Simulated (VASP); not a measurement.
# ZnS (Wurtzite-2H) (P6_3mc) in VASP: density of states with PBE

Aim: the density of states of ZnS (Wurtzite-2H) with PBE.

All numbers are computed with VASP 6.6.1; they aren't measurements. Logs are shortened: lines on timing, memory, paths and dates and some standing lists are left out, and cuts for length are marked.

## 1. The cell of the first run

The structure is hexagonal, space group P6_3mc (No. 186). The conventional cell has a = 3.811 Å, b = 3.811 Å, c = 6.234 Å, α = 90.00°, β = 90.00°, γ = 120.00°. Zn (site symmetry 3m) has 4 S at 2.31 to 2.40 Å within 3.1 Å. Within 3.1 Å of S (site symmetry 3m) lie 4 Zn at 2.31 to 2.40 Å.

## 2. Density of states, PBE

Contents of POSCAR:

```
ZnS
1.0
    3.8110000000      0.0000000000      0.0000000000
   -1.9055000000      3.3004228138      0.0000000000
    0.0000000000      0.0000000000      6.2340000000
Zn S
2 2
Direct
    0.3333330000      0.6666670000      0.0000000000
    0.6666670000      0.3333330000      0.5000000000
    0.3333330000      0.6666670000      0.3850000000
    0.6666670000      0.3333330000      0.8850000000
```

Contents of INCAR.step1:

```
SYSTEM = ZnS
  ALGO = Normal
  EDIFF = 1E-6
  ENCUT = 400
  GGA = PE
  GGA_COMPAT = .False.
  ISIF = 2
  ISMEAR = 0
  LASPH = .True.
  LCHARG = .True.
  LORBIT = 11
  LREAL = .False.
  LWAVE = .False.
  NBANDS = 26
  NEDOS = 2001
  NELM = 120
  PREC = Accurate
  SIGMA = 0.01
```

Contents of KPOINTS.step1:

```
k-points
0
Gamma
  6 6 4
  0 0 0
```

Contents of INCAR.step2:

```
SYSTEM = ZnS
  ALGO = Normal
  EDIFF = 1E-6
  ENCUT = 400
  GGA = PE
  GGA_COMPAT = .False.
  ICHARG = 11
  ISIF = 2
  ISMEAR = -5
  LASPH = .True.
  LCHARG = .False.
  LORBIT = 10
  LREAL = .False.
  LWAVE = .False.
  NEDOS = 1001
  NELM = 120
  PREC = Accurate
  SIGMA = 0.01
```

Contents of KPOINTS.step2:

```
k-points
0
Gamma
  9 9 6
  0 0 0
```

Potentials or basis: VASP PAW PBE potentials, release 64 (Zn, S).

On the command line:

```sh
cat potpaw_PBE.64/Zn/POTCAR potpaw_PBE.64/S/POTCAR > POTCAR
cp INCAR.step1 INCAR
cp KPOINTS.step1 KPOINTS
mpirun -np 1 vasp_std > vasp.out
cp INCAR.step2 INCAR
cp KPOINTS.step2 KPOINTS
mpirun -np 1 vasp_std > vasp.out
```

OUTCAR:

```text
SYSTEM = ZnS
   EDIFF = 1E-6
   ENCUT = 400
   GGA = PE
   ICHARG = 11
   ISIF = 2
   ISMEAR = -5
   LASPH = .True.
   LORBIT = 10
   LREAL = .False.
   NELM = 120
   PREC = Accurate

 ion  position               nearest neighbor table
   1  0.333  0.667  0.000-   4 2.31   4 2.31   4 2.31   3 2.40
   2  0.667  0.333  0.500-   3 2.31   3 2.31   3 2.31   4 2.40
   3  0.333  0.667  0.385-   2 2.31   2 2.31   2 2.31   1 2.40
   4  0.667  0.333  0.885-   1 2.31   1 2.31   1 2.31   2 2.40

  LATTYP: Found a hexagonal cell.
 ALAT       =     3.8110000000
 C/A-ratio  =     1.6357911309

  Lattice vectors:

 A1 = (   3.8110000000,   0.0000000000,   0.0000000000)
 A2 = (  -1.9055000000,   3.3004228138,   0.0000000000)
 A3 = (   0.0000000000,   0.0000000000,   6.2340000000)

Analysis of symmetry for initial positions (statically):
=====================================================================
 Subroutine PRICEL returns:
 Original cell was already a primitive cell.

 Routine SETGRP: Setting up the symmetry group for a
 hexagonal supercell.

 Subroutine GETGRP returns: Found 12 space group operations
 (whereof  6 operations were pure point group operations)
 out of a pool of 24 trial point group operations.

The static configuration has the point symmetry C_3v.
 The point group associated with its full space group is C_6v.

Analysis of symmetry for dynamics (positions and initial velocities):
=====================================================================
 Subroutine PRICEL returns:
 Original cell was already a primitive cell.

 Routine SETGRP: Setting up the symmetry group for a
 hexagonal supercell.

 Subroutine GETGRP returns: Found 12 space group operations
 (whereof  6 operations were pure point group operations)
 out of a pool of 24 trial point group operations.

The dynamic configuration has the point symmetry C_3v.
 The point group associated with its full space group is C_6v.

 Subroutine INISYM returns: Found 12 space group operations
 (whereof  6 operations are pure point group operations),
 and found     1 'primitive' translations

----------------------------------------------------------------------------------------

                                     Primitive cell

  volume of cell :      78.4107

  direct lattice vectors                    reciprocal lattice vectors
     3.811000000  0.000000000  0.000000000     0.262398321  0.151495741  0.000000000
    -1.905500000  3.300422814  0.000000000     0.000000000  0.302991482  0.000000000
     0.000000000  0.000000000  6.234000000     0.000000000  0.000000000  0.160410651

  length of vectors
     3.811000000  3.811000000  6.234000000     0.302991482  0.302991482  0.160410651

  position of ions in fractional coordinates (direct lattice)
     0.333333000  0.666667000  0.000000000
     0.666667000  0.333333000  0.500000000
     0.333333000  0.666667000  0.385000000
     0.666667000  0.333333000  0.885000000

  ion indices of the primitive-cell ions
   primitive index   ion index
                 1           1
                 2           2
                 3           3
                 4           4

----------------------------------------------------------------------------------------

 KPOINTS: k-points

Automatic generation of k-mesh.
 Grid dimensions read from file:
 generate k-points for:    9    9    6

 Generating k-lattice:

  Cartesian coordinates                     Fractional coordinates (reciprocal lattice)
     0.029155369  0.016832860  0.000000000     0.111111111  0.000000000  0.000000000
     0.000000000  0.033665720  0.000000000     0.000000000  0.111111111  0.000000000
     0.000000000  0.000000000  0.026735109     0.000000000  0.000000000  0.166666667

  Length of vectors
     0.033665720  0.033665720  0.026735109

  Shift w.r.t. Gamma in fractional coordinates (k-lattice)
     0.000000000  0.000000000  0.000000000

 TETIRR: Found    492 inequivalent tetrahedra from     2916

 Subroutine IBZKPT returns following result:
 ===========================================

 Found     48 irreducible k-points:

 Following reciprocal coordinates:
            Coordinates               Weight
  0.000000  0.000000  0.000000      1.000000
  0.111111 -0.000000  0.000000      6.000000
  0.222222  0.000000  0.000000      6.000000
  0.333333  0.000000  0.000000      6.000000
  0.444444  0.000000  0.000000      6.000000
  0.111111  0.111111  0.000000      6.000000
[... 16 lines left out ...]
  0.333333  0.222222  0.166667     24.000000
  0.333333  0.333333  0.166667      4.000000
 [... further k-points ...]
   k-points           NKPTS =     48   k-points in BZ     NKDIM =     48   number of bands    NBANDS=     22
   number of dos      NEDOS =   1001   number of ions     NIONS =      4
   total plane-waves  NPLWV =  32928
   dimension x,y,z NGX =    28 NGY =   28 NGZ =   42
   dimension x,y,z NGXF=    56 NGYF=   56 NGZF=   84
   ions per type =               2   2
   NGX,Y,Z   is equivalent  to a cutoff of  12.21, 12.21, 11.20 a.u.
   NGXF,Y,Z  is equivalent  to a cutoff of  24.43, 24.43, 22.40 a.u.
 SYSTEM =  ZnS
   PREC   = accura    normal or accurate (medium, high low for compatibility)
   ISTART =      0    job   : 0-new  1-cont  2-samecut
   ICHARG =     11    charge: 1-file 2-atom 10-const
   ISPIN  =      1    spin polarized calculation?
   LNONCOLLINEAR =      F non collinear calculations
   LSORBIT =      F    spin-orbit coupling
   LASPH  =      T    aspherical Exc in radial PAW
   ENCUT  =  400.0 eV  29.40 Ry    5.42 a.u.   6.21  6.21 10.17*2*pi/ulx,y,z
   NELM   =    120;   NELMIN=  2; NELMDL=  0     # of ELM steps
   EDIFF  = 0.1E-05   stopping-criterion for ELM
   LREAL  =      F    real-space projection
   EDIFFG = 0.1E-04   stopping-criterion for IOM
   NSW    =      0    number of steps for IOM
   IBRION =     -1    ionic relax: 0-MD 1-quasi-New 2-CG
   NFREE  =      0    steps in history (QN), initial steepest desc. (CG)
   ISIF   =      2    stress and relaxation
   ISYM   =      2    0-nonsym 1-usesym 2-fastsym
   POTIM  = 0.5000    time-step for ionic-motion
   TEBEG  =    0.0;   TEEND  =   0.0 temperature during run
   PSTRESS=    0.0 pullay stress
   NELECT =      36.0000    total number of electrons
   NUPDOWN=      -1.0000    fix difference up-down
   EMIN   =  10.00;   EMAX   =-10.00  energy-range for DOS
   EFERMI =   0.00;   METHOD = LEGACY
   ISMEAR =    -5;   SIGMA  =   0.01  broadening in eV -4-tet -1-fermi 0-gaus
   EFERMI_NEDOS =   21; number of points for ismear=-14 and -15
   IALGO  =     38    algorithm
   IMIX   =      4    mixing-type and parameters
     AMIX     =   0.40;   BMIX     =  1.00
     AMIX_MAG =   1.60;   BMIX_MAG =  1.00
  volume/ion in A,a.u.               =      19.60       132.29
  Fermi-wavevector in a.u.,A,eV,Ry     =   1.262943  2.386617 21.701647  1.595026
  Thomas-Fermi vector in A             =   2.396326
   LORBIT       =     10    0 simple, 1 ext, 2 COOP (PROOUT), +10 PAW based schemes
   GGA     = PE    functional components
   LHFCALC =     F    Hartree Fock is set to
   AEXX    =    0.0000 exact exchange contribution
   IVDW    =     0    specifies the selected vdW correction
   LEPSILON=     F    determine dielectric tensor
   LRPA    =     F    only Hartree local field effects (RPA)
 non-spin polarized calculation
 Fermi weights with tetrahedron method with Bloechl corrections
  energy-cutoff  :      400.00
  volume of cell :       78.41
 maximum number of plane-waves:      1448
 NGX is ok and might be reduce to    28

 number of electron      35.9999958 magnetization

 Free energy of the ion-electron system (eV)
  ---------------------------------------------------
  ext. energy  EPLUGINS =         0.00000000
  ---------------------------------------------------
  free energy    TOTEN  =       -13.65082644 eV

  energy without entropy =      -13.65082644  energy(sigma->0) =      -13.65082644

 E-fermi :   2.1789     XC(G=0):  -9.6509

 val. band max:        2.1644327651   @ k =   0.0000   0.0000   0.0000
 cond. band min:       4.4157635711   @ k =   0.0000   0.0000   0.0000
 fundamental gap:      2.2513308061
 Fermi energy:         2.1788884809

 k-point     1 :       0.0000    0.0000    0.0000
  band No.  band energies     occupation
      1     -11.0299      2.00000
      2     -10.1065      2.00000
      3      -4.2029      2.00000
      4      -4.2029      2.00000
      5      -4.1386      2.00000
      6      -4.1386      2.00000
[... 14 lines left out ...]
     21       8.4643      0.00000
     22       8.4664      0.00000

 k-point     2 :       0.1111   -0.0000    0.0000
  band No.  band energies     occupation
      1     -10.9454      2.00000
      2     -10.0577      2.00000
      3      -4.2102      2.00000
      4      -4.1829      2.00000
      5      -4.1332      2.00000
      6      -4.1127      2.00000
[... 14 lines left out ...]
     21       8.1157      0.00000
     22       8.7379      0.00000

 k-point     3 :       0.2222    0.0000    0.0000
  band No.  band energies     occupation
      1     -10.7129      2.00000
      2      -9.9365      2.00000
      3      -4.2157      2.00000
      4      -4.1347      2.00000
      5      -4.1156      2.00000
      6      -4.0474      2.00000
[... 14 lines left out ...]
     21       8.0895      0.00000
     22       8.7590      0.00000
[... 476 lines left out ...]
 k-point    23 :       0.3333    0.2222    0.1667
  band No.  band energies     occupation
      1      -9.9890      2.00000
      2      -9.7848      2.00000
      3      -4.1199      2.00000
      4      -4.0261      2.00000
      5      -3.9325      2.00000
      6      -3.8911      2.00000
[... 14 lines left out ...]
     21       7.7399      0.00000
     22       8.8315      0.00000

 k-point    24 :       0.3333    0.3333    0.1667
  band No.  band energies     occupation
      1      -9.8451      2.00000
      2      -9.8450      2.00000
      3      -4.1177      2.00000
      4      -3.9591      2.00000
      5      -3.9591      2.00000
      6      -3.8779      2.00000
[... 14 lines left out ...]
     21       7.7572      0.00000
     22       9.7627      0.00000

 [... further k-points ...]

------------------------ aborting loop because EDIFF is reached ----------------------------------------

  FORCE on cell =-STRESS in cart. coord.  units (eV):
  Direction    XX          YY          ZZ          XY          YZ          ZX
  --------------------------------------------------------------------------------------
  -------------------------------------------------------------------------------------
  Total        1.4384704      1.4384704      0.4305409      0.0000000     -0.0000000      0.0000000
  in kB       29.3924777     29.3924777      8.7973047      0.0000000     -0.0000000      0.0000000
  external PRESSURE =      22.5274201 kB  Pullay stress =       0.0000000 kB

 VOLUME and BASIS-vectors are now :
 -----------------------------------------------------------------------------
  energy-cutoff  :      400.00
  volume of cell :       78.41
      direct lattice vectors                 reciprocal lattice vectors
     3.811000000  0.000000000  0.000000000     0.262398321  0.151495741  0.000000000
    -1.905500000  3.300422814  0.000000000     0.000000000  0.302991482  0.000000000
     0.000000000  0.000000000  6.234000000     0.000000000  0.000000000  0.160410651

 POSITION                                       TOTAL-FORCE (eV/Angst)
 -----------------------------------------------------------------------------------
     -0.00000      2.20028      0.00000        -0.000000     -0.000000      0.322492
      1.90550      1.10014      3.11700        -0.000000      0.000000      0.322492
     -0.00000      2.20028      2.40009         0.000000     -0.000000     -0.322492
      1.90550      1.10014      5.51709        -0.000000      0.000000     -0.322492
 -----------------------------------------------------------------------------------
    total drift:                               -0.001003      0.000578      0.001037

  FREE ENERGIE OF THE ION-ELECTRON SYSTEM (eV)
  ---------------------------------------------------
  free  energy   TOTEN  =       -13.6508264438 eV

  energy  without entropy=      -13.6508264438  energy(sigma->0) =      -13.65082644

 total charge

# of ion       s       p       d       tot
------------------------------------------
    1        0.521   0.481   9.800  10.803
    2        0.521   0.481   9.800  10.803
    3        1.315   2.442   0.000   3.756
    4        1.315   2.442   0.000   3.756
--------------------------------------------------
tot          3.672   5.846  19.601  29.119
```

Run time: 39 s. Hardware: 1 thread of Intel Xeon 6975P-C (Granite Rapids), shared host; peak memory 0.18 GiB.

What came out:

- Valence electrons inside the program's atomic spheres: Zn 10.80; S 3.76

Levels at points of the mesh, in eV from the valence-band top:
```tsv
k point	band 15	band 16	band 17	band 18	band 19	band 20	band 21	band 22
(0.00, 0.00, 0.00)	-0.86	-0.01	-0.01	0.00	2.25	3.00	6.30	6.30
(0.00, 0.00, 0.50)	-0.45	-0.45	-0.45	-0.45	3.51	3.51	6.73	6.73
```
